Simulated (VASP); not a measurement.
# NaH13O7 in VASP: a series of runs

Runs on NaH13O7. Level: PBE+D3(BJ). Tasks: single point.

All numbers are computed with VASP 6.6.1; they aren't measurements. Logs are shortened: lines on timing, memory, paths and dates and some standing lists are left out, and cuts for length are marked.

## 1. The cell of the first run

The cell holds a disordered packing, 21 atoms: a = 6.073 Å, b = 6.073 Å, c = 6.073 Å, α = 90.00°, β = 90.00°, γ = 90.00°.

## 2. Single point, PBE+D3(BJ)

INCAR

```
SYSTEM = NaH13O7
PREC = Accurate
ENCUT = 520
EDIFF = 1E-7
ISMEAR = -1
SIGMA = 0.02
LREAL = Auto
LASPH = .True.
NELM = 100
ALGO = Normal
ISIF = 2
LWAVE = .False.
LCHARG = .False.
GGA = PE
IVDW = 12
NBANDS = 47
```

KPOINTS

```
regular mesh
0
Gamma
  1 1 1
  0 0 0
```

POSCAR

```
NaH13O7
1.0
    6.0731780000      0.0000000000      0.0000000000
    0.0000000000      6.0731780000      0.0000000000
    0.0000000000      0.0000000000      6.0731780000
O H Na
7 13 1
Direct
    0.2130844839      0.4032814451      0.5913872440
    1.0327377199      0.4318332181      1.0146582234
    0.0131397433      0.9939606578      0.6914995740
    0.4162565299      0.6063546960      0.2058230468
    1.0103277065      0.7624838264      0.2979823743
    0.6350875933      1.1793660584      0.9029374736
    0.6478321564     -0.0447706292      0.2992996418
    0.1172038758      0.4974990030      0.5080700747
    0.3534064044      0.4075296328      0.5093708763
    1.1065376315      0.4374151392      0.8786997516
    0.8765427261      0.3903392919      0.9895313459
    0.1078677424      1.1227564876      0.6579092528
    0.0288646241      0.8841170142      0.5718093558
    0.5025046195      0.4849026325      0.1226705359
    0.5314351070      0.7229164039      0.2504290176
    0.8594841119      0.8453728839      0.2928944286
    1.0196309082      0.6364213267      0.1960917332
    0.6372116872      1.1047757863      1.0612071637
    0.7443384666      1.1014661517      0.8157343651
    0.6484907902      0.0243694487      0.4433263771
    0.2411422817     -0.0756440862      0.0282553879
```

Potentials or basis: VASP PAW PBE potentials, release 64 (O, H, Na_pv).

Run with:

```console
$ cat potpaw_PBE.64/O/POTCAR potpaw_PBE.64/H/POTCAR potpaw_PBE.64/Na_pv/POTCAR > POTCAR
$ mpirun -np 1 vasp_gam > vasp.out
```

OUTCAR:

```text
SYSTEM = NaH13O7
   PREC = Accurate
   ENCUT = 520
   EDIFF = 1E-7
   ISMEAR = -1
   LREAL = Auto
   LASPH = .True.
   NELM = 100
   ISIF = 2
   GGA = PE
   IVDW = 12
 IVDW          = 12

 ion  position               nearest neighbor table
   1  0.213  0.403  0.591-   8 0.96   9 0.99
   2  0.033  0.432  0.015-  10 0.94  11 0.99
   3  0.013  0.994  0.691-  13 0.99  12 0.99
   4  0.416  0.606  0.206-  15 1.03  14 1.04
   5  0.010  0.762  0.298-  17 0.99  16 1.05  21 2.37
   6  0.635  0.179  0.903-  19 0.97  18 1.06
   7  0.648  0.955  0.299-  20 0.97
   8  0.117  0.497  0.508-   1 0.96
   9  0.353  0.408  0.509-   1 0.99
  10  0.107  0.437  0.879-   2 0.94
  11  0.877  0.390  0.990-   2 0.99
  12  0.108  0.123  0.658-   3 0.99
  13  0.029  0.884  0.572-   3 0.99
  14  0.503  0.485  0.123-   4 1.04
  15  0.531  0.723  0.250-   4 1.03
  16  0.859  0.845  0.293-   5 1.05
  17  0.020  0.636  0.196-   5 0.99
  18  0.637  0.105  0.061-   6 1.06
  19  0.744  0.101  0.816-   6 0.97
  20  0.648  0.024  0.443-   7 0.97
  21  0.241  0.924  0.028-   5 2.37

  LATTYP: Found a simple cubic cell.
 ALAT       =     6.0731780000

  Lattice vectors:

 A1 = (   6.0731780000,   0.0000000000,   0.0000000000)
 A2 = (   0.0000000000,   6.0731780000,   0.0000000000)
 A3 = (   0.0000000000,   0.0000000000,   6.0731780000)

Analysis of symmetry for initial positions (statically):
=====================================================================
 Subroutine PRICEL returns:
 Original cell was already a primitive cell.

 Routine SETGRP: Setting up the symmetry group for a
 simple cubic supercell.

 Subroutine GETGRP returns: Found  1 space group operations
 (whereof  1 operations were pure point group operations)
 out of a pool of 48 trial point group operations.

The static configuration has the point symmetry C_1 .

Analysis of symmetry for dynamics (positions and initial velocities):
=====================================================================
 Subroutine PRICEL returns:
 Original cell was already a primitive cell.

 Routine SETGRP: Setting up the symmetry group for a
 simple cubic supercell.

 Subroutine GETGRP returns: Found  1 space group operations
 (whereof  1 operations were pure point group operations)
 out of a pool of 48 trial point group operations.

The dynamic configuration has the point symmetry C_1 .

 Subroutine INISYM returns: Found  1 space group operations
 (whereof  1 operations are pure point group operations),
 and found     1 'primitive' translations

----------------------------------------------------------------------------------------

                                     Primitive cell

  volume of cell :     224.0000

  direct lattice vectors                    reciprocal lattice vectors
     6.073178000  0.000000000  0.000000000     0.164658437  0.000000000  0.000000000
     0.000000000  6.073178000  0.000000000     0.000000000  0.164658437  0.000000000
     0.000000000  0.000000000  6.073178000     0.000000000  0.000000000  0.164658437

  length of vectors
     6.073178000  6.073178000  6.073178000     0.164658437  0.164658437  0.164658437

  position of ions in fractional coordinates (direct lattice)
     0.213084484  0.403281445  0.591387244
     0.032737720  0.431833218  0.014658223
     0.013139743  0.993960658  0.691499574
     0.416256530  0.606354696  0.205823047
     0.010327707  0.762483826  0.297982374
     0.635087593  0.179366058  0.902937474
[... 13 lines left out ...]
     0.648490790  0.024369449  0.443326377
     0.241142282  0.924355914  0.028255388

  ion indices of the primitive-cell ions
   primitive index   ion index
                 1           1
                 2           2
                 3           3
                 4           4
                 5           5
                 6           6
[... 13 lines left out ...]
                20          20
                21          21

----------------------------------------------------------------------------------------

 KPOINTS: regular mesh

Automatic generation of k-mesh.
 Grid dimensions read from file:
 generate k-points for:    1    1    1

 Generating k-lattice:

  Cartesian coordinates                     Fractional coordinates (reciprocal lattice)
     0.164658437  0.000000000  0.000000000     1.000000000  0.000000000  0.000000000
     0.000000000  0.164658437  0.000000000     0.000000000  1.000000000  0.000000000
     0.000000000  0.000000000  0.164658437     0.000000000  0.000000000  1.000000000

  Length of vectors
     0.164658437  0.164658437  0.164658437

  Shift w.r.t. Gamma in fractional coordinates (k-lattice)
     0.000000000  0.000000000  0.000000000

 Subroutine IBZKPT returns following result:
 ===========================================

 Found      1 irreducible k-points:

 Following reciprocal coordinates:
            Coordinates               Weight
  0.000000  0.000000  0.000000      1.000000
   k-points           NKPTS =      1   k-points in BZ     NKDIM =      1   number of bands    NBANDS=     47
   number of dos      NEDOS =    301   number of ions     NIONS =     21
   total plane-waves  NPLWV = 110592
   dimension x,y,z NGX =    48 NGY =   48 NGZ =   48
   dimension x,y,z NGXF=    96 NGYF=   96 NGZF=   96
   ions per type =               7  13   1
   NGX,Y,Z   is equivalent  to a cutoff of  13.14, 13.14, 13.14 a.u.
   NGXF,Y,Z  is equivalent  to a cutoff of  26.28, 26.28, 26.28 a.u.
 SYSTEM =  NaH13O7
   PREC   = accura    normal or accurate (medium, high low for compatibility)
   ISTART =      0    job   : 0-new  1-cont  2-samecut
   ICHARG =      2    charge: 1-file 2-atom 10-const
   ISPIN  =      1    spin polarized calculation?
   LNONCOLLINEAR =      F non collinear calculations
   LSORBIT =      F    spin-orbit coupling
   LASPH  =      T    aspherical Exc in radial PAW
   ENCUT  =  520.0 eV  38.22 Ry    6.18 a.u.  11.29 11.29 11.29*2*pi/ulx,y,z
   NELM   =    100;   NELMIN=  2; NELMDL= -5     # of ELM steps
   EDIFF  = 0.1E-06   stopping-criterion for ELM
   LREAL  =      T    real-space projection
   EDIFFG = 0.1E-05   stopping-criterion for IOM
   NSW    =      0    number of steps for IOM
   IBRION =     -1    ionic relax: 0-MD 1-quasi-New 2-CG
   NFREE  =      0    steps in history (QN), initial steepest desc. (CG)
   ISIF   =      2    stress and relaxation
   ISYM   =      2    0-nonsym 1-usesym 2-fastsym
   POTIM  = 0.5000    time-step for ionic-motion
   TEBEG  =    0.0;   TEEND  =   0.0 temperature during run
   PSTRESS=    0.0 pullay stress
   NELECT =      62.0000    total number of electrons
   NUPDOWN=      -1.0000    fix difference up-down
   EMIN   =  10.00;   EMAX   =-10.00  energy-range for DOS
   EFERMI =   0.00;   METHOD = LEGACY
   ISMEAR =    -1;   SIGMA  =   0.02  broadening in eV -4-tet -1-fermi 0-gaus
   EFERMI_NEDOS =   21; number of points for ismear=-14 and -15
   IALGO  =     38    algorithm
   IMIX   =      4    mixing-type and parameters
     AMIX     =   0.40;   BMIX     =  1.00
     AMIX_MAG =   1.60;   BMIX_MAG =  1.00
  volume/ion in A,a.u.               =      10.67        71.98
  Fermi-wavevector in a.u.,A,eV,Ry     =   1.066898  2.016144 15.487109  1.138270
  Thomas-Fermi vector in A             =   2.202497
   LORBIT       =      0    0 simple, 1 ext, 2 COOP (PROOUT), +10 PAW based schemes
   GGA     = PE    functional components
   LHFCALC =     F    Hartree Fock is set to
   AEXX    =    0.0000 exact exchange contribution
   IVDW    =    12    specifies the selected vdW correction
   LEPSILON=     F    determine dielectric tensor
   LRPA    =     F    only Hartree local field effects (RPA)
 non-spin polarized calculation
  energy-cutoff  :      520.00
  volume of cell :      224.00
 maximum number of plane-waves:      3016
 NGX is ok and might be reduce to    48
   NGX = 23   NGY = 23   NGZ = 23

 number of electron      62.0000000 magnetization

 Free energy of the ion-electron system (eV)
  ---------------------------------------------------
  ext. energy  EPLUGINS =         0.00000000
  ---------------------------------------------------
  free energy    TOTEN  =      -100.99108134 eV

  energy without entropy =     -100.99108134  energy(sigma->0) =     -100.99108134

 E-fermi :  -2.0335     XC(G=0):  -6.8206

 val. band max:       -2.6116116936   @ k =   0.0000   0.0000   0.0000
 cond. band min:       1.0393869126   @ k =   0.0000   0.0000   0.0000
 fundamental gap:      3.6509986062
 Fermi energy:        -2.0335086106

 k-point     1 :       0.0000    0.0000    0.0000
  band No.  band energies     occupation
      1     -24.5001      2.00000
      2     -24.4684      2.00000
      3     -24.4382      2.00000
      4     -22.4480      2.00000
      5     -22.0378      2.00000
      6     -21.8170      2.00000
[... 35 lines left out ...]
     42       7.6456      0.00000
     43       7.9496      0.00000
 [bands above 43 left out]

------------------------ aborting loop because EDIFF is reached ----------------------------------------

 Edisp (eV)   -0.87154

 E8    (eV) :    -0.2182

  FORCE on cell =-STRESS in cart. coord.  units (eV):
  Direction    XX          YY          ZZ          XY          YZ          ZX
  --------------------------------------------------------------------------------------
  -------------------------------------------------------------------------------------
  Total      -0.00862    -2.87321    -1.76385     0.06897     0.78180     0.00854
  in kB      -0.06163   -20.55086   -12.61609     0.49333     5.59189     0.06108
  external pressure =      -11.08 kB  Pullay stress =        0.00 kB

 VOLUME and BASIS-vectors are now :
 -----------------------------------------------------------------------------
  energy-cutoff  :      520.00
  volume of cell :      224.00
      direct lattice vectors                 reciprocal lattice vectors
     6.073178000  0.000000000  0.000000000     0.164658437  0.000000000  0.000000000
     0.000000000  6.073178000  0.000000000     0.000000000  0.164658437  0.000000000
     0.000000000  0.000000000  6.073178000     0.000000000  0.000000000  0.164658437

 POSITION                                       TOTAL-FORCE (eV/Angst)
 -----------------------------------------------------------------------------------
      1.29410      2.44920      3.59160         0.942991     -0.814984      0.551333
      0.19882      2.62260      0.08902        -1.699501     -0.322119      1.989380
      0.07980      6.03650      4.19960         0.304828     -0.063195      0.557118
      2.52800      3.68250      1.25000         2.017887     -1.679113     -1.234745
      0.06272      4.63070      1.80970         0.301460      0.501529      0.733358
      3.85700      1.08932      5.48370        -0.769075     -0.084528      1.994699
[... 13 lines left out ...]
      3.93840      0.14800      2.69240        -0.119985     -0.037589     -0.098267
      1.46450      5.61378      0.17160         0.033910      0.006444      0.157103
 -----------------------------------------------------------------------------------
    total drift:                               -0.001216     -0.003586      0.005265

  FREE ENERGIE OF THE ION-ELECTRON SYSTEM (eV)
  ---------------------------------------------------
  free  energy   TOTEN  =      -101.8626261718 eV

  energy  without entropy=     -101.8626261718  energy(sigma->0) =     -101.86262617
```

Wall time 69 s (1 thread of Intel Xeon 8259CL, shared host); peak memory 0.3 GiB.

Results:

```
Free energy                : -101.8626 eV
Pressure                   : -1.1 GPa
Largest force              : 2.901 eV/Å
Dispersion energy per atom : -0.042 eV
```

Forces on the atoms (eV/Å):
```
O    0.943 -0.815  0.551
O   -1.700 -0.322  1.989
O    0.305 -0.063  0.557
O    2.018 -1.679 -1.235
O    0.301  0.502  0.733
O   -0.769 -0.085  1.995
O   -0.247  0.287 -0.660
H   -0.476  0.721 -0.780
H   -0.515  0.244  0.144
H    0.915  0.058 -1.983
H    0.554 -0.223 -0.346
H   -0.321 -0.127 -0.501
H    0.106  0.330 -0.164
H   -1.205  1.724  1.009
H   -0.390 -0.051  0.163
H   -0.225 -0.310 -0.210
H   -0.128 -0.169 -0.108
H    0.344  0.351 -1.069
H    0.576 -0.341 -0.146
H   -0.120 -0.038 -0.098
Na   0.034  0.006  0.157
```

Caveat: the k points lie up to 1.03 Å⁻¹ apart.

(Part 1 of 2 ends here.)
